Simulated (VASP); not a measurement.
# Pt (P6_3/mmc) in VASP: further runs

Pt is run at these levels: LDA; tasks: single point.

Everything below comes from runs of VASP 6.6.1. Logs are shortened: lines on timing, memory, paths and dates and some standing lists are left out, and cuts for length are marked.

## (1) The cell of the first run

Symmetry: P6_3/mmc, No. 194, hexagonal system. The conventional cell has a = 2.641 Å, b = 2.641 Å, c = 4.529 Å, α = 90.00°, β = 90.00°, γ = 120.00°. Within 3.5 Å of Pt (site symmetry -6m2) lie 12 Pt at 2.64 to 2.73 Å.

This isn't the form of Pt at room conditions, which is fcc.

## (2) Single point, LDA (13.68 Å³/atom)

Contents of INCAR:

```
PREC = Accurate
ENCUT = 570
EDIFF = 1E-6
ISMEAR = -1
SIGMA = 0.1
LREAL = F
LASPH = T
NELM = 120
ALGO = Normal
ISIF = 2
LWAVE = F
LCHARG = T
GGA = CA
LELF = T
LVHAR = T
NBANDS = 25
GGA_COMPAT = F
```

Contents of KPOINTS:

```
Automatic mesh
0
Gamma
  15 15 8
```

Contents of POSCAR:

```
Pt
1.0
    2.6406013631      0.0000000000      0.0000000000
   -1.3203006816      2.2868278617      0.0000000000
    0.0000000000      0.0000000000      4.5294017258
Pt
2
Direct
    0.3333333333      0.6666666667      0.2500000000
    0.6666666667      0.3333333333      0.7500000000
```

Potentials or basis: VASP PAW LDA potentials, release 64 (Pt_sv_GW).

Run with:

```bash
$ cat potpaw_LDA.64/Pt_sv_GW/POTCAR > POTCAR
$ mpirun -np 1 vasp_std > vasp.out
```

OUTCAR:

```text
PREC = Accurate
   ENCUT = 570
   EDIFF = 1E-6
   ISMEAR = -1
   LREAL = F
   LASPH = T
   NELM = 120
   ISIF = 2
   GGA = CA

 ion  position               nearest neighbor table
   1  0.333  0.667  0.250-   2 2.73   2 2.73   2 2.73   2 2.73   2 2.73   2 2.73
   2  0.667  0.333  0.750-   1 2.73   1 2.73   1 2.73   1 2.73   1 2.73   1 2.73

  LATTYP: Found a hexagonal cell.
 ALAT       =     2.6406013631
 C/A-ratio  =     1.7152917472

  Lattice vectors:

 A1 = (   2.6406013631,   0.0000000000,   0.0000000000)
 A2 = (  -1.3203006816,   2.2868278617,   0.0000000000)
 A3 = (   0.0000000000,   0.0000000000,   4.5294017258)

Analysis of symmetry for initial positions (statically):
=====================================================================
 Subroutine PRICEL returns:
 Original cell was already a primitive cell.

 Routine SETGRP: Setting up the symmetry group for a
 hexagonal supercell.

 Subroutine GETGRP returns: Found 24 space group operations
 (whereof 12 operations were pure point group operations)
 out of a pool of 24 trial point group operations.

The static configuration has the point symmetry D_3d.
 The point group associated with its full space group is D_6h.

Analysis of symmetry for dynamics (positions and initial velocities):
=====================================================================
 Subroutine PRICEL returns:
 Original cell was already a primitive cell.

 Routine SETGRP: Setting up the symmetry group for a
 hexagonal supercell.

 Subroutine GETGRP returns: Found 24 space group operations
 (whereof 12 operations were pure point group operations)
 out of a pool of 24 trial point group operations.

The dynamic configuration has the point symmetry D_3d.
 The point group associated with its full space group is D_6h.

 Subroutine INISYM returns: Found 24 space group operations
 (whereof 12 operations are pure point group operations),
 and found     1 'primitive' translations

----------------------------------------------------------------------------------------

                                     Primitive cell

  volume of cell :      27.3512

  direct lattice vectors                    reciprocal lattice vectors
     2.640601363  0.000000000  0.000000000     0.378701615  0.218643479  0.000000000
    -1.320300682  2.286827862  0.000000000     0.000000000  0.437286958  0.000000000
     0.000000000  0.000000000  4.529401726     0.000000000  0.000000000  0.220779710

  length of vectors
     2.640601363  2.640601363  4.529401726     0.437286958  0.437286958  0.220779710

  position of ions in fractional coordinates (direct lattice)
     0.333333333  0.666666667  0.250000000
     0.666666667  0.333333333  0.750000000

  ion indices of the primitive-cell ions
   primitive index   ion index
                 1           1
                 2           2

----------------------------------------------------------------------------------------

 KPOINTS: Automatic mesh

Automatic generation of k-mesh.
 Grid dimensions read from file:
 generate k-points for:   15   15    8

 Generating k-lattice:

  Cartesian coordinates                     Fractional coordinates (reciprocal lattice)
     0.025246774  0.014576232  0.000000000     0.066666667  0.000000000  0.000000000
     0.000000000  0.029152464  0.000000000     0.000000000  0.066666667  0.000000000
     0.000000000  0.000000000  0.027597464     0.000000000  0.000000000  0.125000000

  Length of vectors
     0.029152464  0.029152464  0.027597464

  Shift w.r.t. Gamma in fractional coordinates (k-lattice)
     0.000000000  0.000000000  0.000000000

 Subroutine IBZKPT returns following result:
 ===========================================

 Found    135 irreducible k-points:

 Following reciprocal coordinates:
            Coordinates               Weight
  0.000000  0.000000  0.000000      1.000000
  0.066667  0.000000  0.000000      6.000000
  0.133333  0.000000  0.000000      6.000000
  0.200000  0.000000  0.000000      6.000000
  0.266667  0.000000  0.000000      6.000000
  0.333333 -0.000000  0.000000      6.000000
[... 16 lines left out ...]
  0.333333  0.200000  0.000000     12.000000
  0.400000  0.200000  0.000000      6.000000
 [... further k-points ...]
   k-points           NKPTS =    135   k-points in BZ     NKDIM =    135   number of bands    NBANDS=     25
   number of dos      NEDOS =    301   number of ions     NIONS =      2
   total plane-waves  NPLWV =  20736
   dimension x,y,z NGX =    24 NGY =   24 NGZ =   36
   dimension x,y,z NGXF=    48 NGYF=   48 NGZF=   72
   ions per type =               2
   NGX,Y,Z   is equivalent  to a cutoff of  15.11, 15.11, 13.21 a.u.
   NGXF,Y,Z  is equivalent  to a cutoff of  30.22, 30.22, 26.43 a.u.
 SYSTEM =  unknown system
   PREC   = accura    normal or accurate (medium, high low for compatibility)
   ISTART =      0    job   : 0-new  1-cont  2-samecut
   ICHARG =      2    charge: 1-file 2-atom 10-const
   ISPIN  =      1    spin polarized calculation?
   LNONCOLLINEAR =      F non collinear calculations
   LSORBIT =      F    spin-orbit coupling
   LASPH  =      T    aspherical Exc in radial PAW
   ENCUT  =  570.0 eV  41.89 Ry    6.47 a.u.   5.14  5.14  8.82*2*pi/ulx,y,z
   NELM   =    120;   NELMIN=  2; NELMDL= -5     # of ELM steps
   EDIFF  = 0.1E-05   stopping-criterion for ELM
   LREAL  =      F    real-space projection
   EDIFFG = 0.1E-04   stopping-criterion for IOM
   NSW    =      0    number of steps for IOM
   IBRION =     -1    ionic relax: 0-MD 1-quasi-New 2-CG
   NFREE  =      0    steps in history (QN), initial steepest desc. (CG)
   ISIF   =      2    stress and relaxation
   ISYM   =      2    0-nonsym 1-usesym 2-fastsym
   POTIM  = 0.5000    time-step for ionic-motion
   TEBEG  =    0.0;   TEEND  =   0.0 temperature during run
   PSTRESS=    0.0 pullay stress
   NELECT =      36.0000    total number of electrons
   NUPDOWN=      -1.0000    fix difference up-down
   EMIN   =  10.00;   EMAX   =-10.00  energy-range for DOS
   EFERMI =   0.00;   METHOD = LEGACY
   ISMEAR =    -1;   SIGMA  =   0.10  broadening in eV -4-tet -1-fermi 0-gaus
   EFERMI_NEDOS =   21; number of points for ismear=-14 and -15
   IALGO  =     38    algorithm
   IMIX   =      4    mixing-type and parameters
     AMIX     =   0.40;   BMIX     =  1.00
     AMIX_MAG =   1.60;   BMIX_MAG =  1.00
  volume/ion in A,a.u.               =      13.68        92.29
  Fermi-wavevector in a.u.,A,eV,Ry     =   1.794114  3.390383 43.795027  3.218844
  Thomas-Fermi vector in A             =   2.856136
   LORBIT       =      0    0 simple, 1 ext, 2 COOP (PROOUT), +10 PAW based schemes
   GGA     = CA    functional components
   LHFCALC =     F    Hartree Fock is set to
   AEXX    =    0.0000 exact exchange contribution
   IVDW    =     0    specifies the selected vdW correction
   LEPSILON=     F    determine dielectric tensor
   LRPA    =     F    only Hartree local field effects (RPA)
 non-spin polarized calculation
  energy-cutoff  :      570.00
  volume of cell :       27.35
 maximum number of plane-waves:       858
 NGX is ok and might be reduce to    24
   NGX = 11   NGY = 11   NGZ = 17

 number of electron      35.9999999 magnetization

 Free energy of the ion-electron system (eV)
  ---------------------------------------------------
  ext. energy  EPLUGINS =         0.00000000
  ---------------------------------------------------
  free energy    TOTEN  =       -14.34437906 eV

  energy without entropy =      -14.24617658  energy(sigma->0) =      -14.29527782

 E-fermi :  12.3615     XC(G=0): -15.0097

 val. band max:       12.3565292601   @ k =   0.4000   0.0000   0.5000
 cond. band min:      12.3668647947   @ k =   0.3333   0.1333   0.5000
 fundamental gap:      0.0103355346
 Fermi energy:        12.3615124812

 k-point     1 :       0.0000    0.0000    0.0000
  band No.  band energies     occupation
      1     -86.2609      2.00000
      2     -86.2167      2.00000
      3     -40.9169      2.00000
      4     -40.4621      2.00000
      5     -40.4621      2.00000
      6     -40.3903      2.00000
[... 17 lines left out ...]
     24      29.6411      0.00000
     25      34.7444      0.00000

 k-point     2 :       0.0667    0.0000    0.0000
  band No.  band energies     occupation
      1     -86.2583      2.00000
      2     -86.2157      2.00000
      3     -40.9077      2.00000
      4     -40.4898      2.00000
      5     -40.4704      2.00000
      6     -40.4179      2.00000
[... 17 lines left out ...]
     24      29.9569      0.00000
     25      33.6386      0.00000

 k-point     3 :       0.1333    0.0000    0.0000
  band No.  band energies     occupation
      1     -86.2509      2.00000
      2     -86.2110      2.00000
      3     -40.8808      2.00000
      4     -40.5659      2.00000
      5     -40.4951      2.00000
      6     -40.4926      2.00000
[... 17 lines left out ...]
     24      30.5667      0.00000
     25      31.8126      0.00000

 k-point     4 :       0.2000    0.0000    0.0000
  band No.  band energies     occupation
      1     -86.2407      2.00000
      2     -86.2050      2.00000
      3     -40.8389      2.00000
      4     -40.6787      2.00000
      5     -40.6085      2.00000
      6     -40.5248      2.00000
[... 17 lines left out ...]
     24      30.5694      0.00000
     25      30.9805      0.00000
[... 477 lines left out ...]
 k-point    22 :       0.2667    0.2000    0.0000
  band No.  band energies     occupation
      1     -86.2044      2.00000
      2     -86.1870      2.00000
      3     -40.9490      2.00000
      4     -40.9107      2.00000
      5     -40.6924      2.00000
      6     -40.6620      2.00000
[... 17 lines left out ...]
     24      27.9173      0.00000
     25      28.5312      0.00000

 k-point    23 :       0.3333    0.2000    0.0000
  band No.  band energies     occupation
      1     -86.1971      2.00000
      2     -86.1857      2.00000
      3     -40.9974      2.00000
      4     -40.9302      2.00000
      5     -40.7417      2.00000
      6     -40.6454      2.00000
[... 17 lines left out ...]
     24      26.5509      0.00000
     25      27.5991      0.00000

 k-point    24 :       0.4000    0.2000    0.0000
  band No.  band energies     occupation
      1     -86.1940      2.00000
      2     -86.1856      2.00000
      3     -41.0143      2.00000
      4     -40.9350      2.00000
      5     -40.7616      2.00000
      6     -40.6571      2.00000
[... 17 lines left out ...]
     24      25.3599      0.00000
     25      27.4248      0.00000

 [... further k-points ...]

------------------------ aborting loop because EDIFF is reached ----------------------------------------

  FORCE on cell =-STRESS in cart. coord.  units (eV):
  Direction    XX          YY          ZZ          XY          YZ          ZX
  --------------------------------------------------------------------------------------
  -------------------------------------------------------------------------------------
  Total        5.4618493      5.4618493      4.9823379     -0.0000000      0.0000000      0.0000000
  in kB      319.9433850    319.9433850    291.8546404     -0.0000000      0.0000000      0.0000000
  external PRESSURE =     310.5804702 kB  Pullay stress =       0.0000000 kB

 VOLUME and BASIS-vectors are now :
 -----------------------------------------------------------------------------
  energy-cutoff  :      570.00
  volume of cell :       27.35
      direct lattice vectors                 reciprocal lattice vectors
     2.640601363  0.000000000  0.000000000     0.378701615  0.218643479  0.000000000
    -1.320300682  2.286827862  0.000000000     0.000000000  0.437286958  0.000000000
     0.000000000  0.000000000  4.529401726     0.000000000  0.000000000  0.220779710

 POSITION                                       TOTAL-FORCE (eV/Angst)
 -----------------------------------------------------------------------------------
     -0.00000      1.52455      1.13235         0.000000      0.000000      0.000000
      1.32030      0.76228      3.39705         0.000000     -0.000000      0.000000
 -----------------------------------------------------------------------------------
    total drift:                                0.000000     -0.000000      0.000000

  FREE ENERGIE OF THE ION-ELECTRON SYSTEM (eV)
  ---------------------------------------------------
  free  energy   TOTEN  =       -14.3443790588 eV

  energy  without entropy=      -14.2461765801  energy(sigma->0) =      -14.29527782
```

It took 1.8 min on 1 thread of AMD EPYC 7R43 (Zen 3), shared host; peak memory 0.17 GiB.

Results:

```yaml
Free_energy: -14.3444 eV
Pressure: 31.1 GPa
Band_gap_on_the_k_mesh: zero (bands 18 and 19 overlap by 1.57 eV)
```

Levels at points of the mesh, in eV from the Fermi level:
```
           k point  band 14  band 15  band 16  band 17  band 18  band 19  band 20  band 21  band 22  band 23
(0.00, 0.00, 0.00)    -3.82    -3.82    -2.39    -2.39    -1.25    -0.30    -0.30     5.87    14.76    15.75
(0.00, 0.00, 0.50)    -4.32    -4.32    -4.32    -1.02    -1.02    -1.02    -1.02    13.10    13.10    15.57
```

Caveat: the cell stands under pressure; spin-orbit coupling is left out, which moves the levels of the heavy elements.

## (3) Single point, LDA (16.65 Å³/atom)

This run uses another cell than the first one, of 16.65 Å³/atom.

Contents of INCAR:

```
SYSTEM = Pt
PREC = Accurate
ENCUT = 570
EDIFF = 1E-6
ISMEAR = -1
SIGMA = 0.1
LREAL = .FALSE.
LASPH = .TRUE.
NELM = 120
ALGO = Normal
ISIF = 2
LWAVE = .FALSE.
LCHARG = .FALSE.
NBANDS = 25
GGA_COMPAT = .FALSE.
```

Contents of KPOINTS:

```
Automatic mesh
0
G
  15 15 8
  0 0 0
```

Contents of POSCAR:

```
Pt
1.0
    2.8195485356      0.0000000000      0.0000000000
   -1.4097742678      2.4418006590      0.0000000000
    0.0000000000      0.0000000000      4.8363483339
Pt
2
Direct
    0.3333333333      0.6666666667      0.2500000000
    0.6666666667      0.3333333333      0.7500000000
```

Potentials or basis: VASP PAW LDA potentials, release 64 (Pt_sv_GW).

Run with:

```bash
$ cat potpaw_LDA.64/Pt_sv_GW/POTCAR > POTCAR
$ mpirun -np 1 vasp_std > vasp.out
```

Wall time 32 s (1 thread of Intel Xeon 6975P-C (Granite Rapids), shared host); peak memory 0.23 GiB.

It converged, with:

```yaml
Free_energy: -14.2879 eV
Pressure: -25.4 GPa
Band_gap_on_the_k_mesh: zero (bands 18 and 19 overlap by 1.10 eV)
```

Stress tensor (GPa, compression positive):
```
-26.15   0.00   0.00
  0.00 -26.15   0.00
  0.00   0.00 -23.88
```

Levels at points of the mesh, in eV from the Fermi level:
| k point | band 16 | band 17 | band 18 | band 19 | band 20 | band 21 |
| --- | --- | --- | --- | --- | --- | --- |
| (0.00, 0.00, 0.00) | -1.73 | -1.73 | -0.40 | -0.22 | -0.22 | 4.47 |
| (0.00, 0.00, 0.50) | -3.14 | -0.75 | -0.75 | -0.75 | -0.75 | 11.80 |

Caveat: the cell stands under tension; spin-orbit coupling is left out, which moves the levels of the heavy elements.
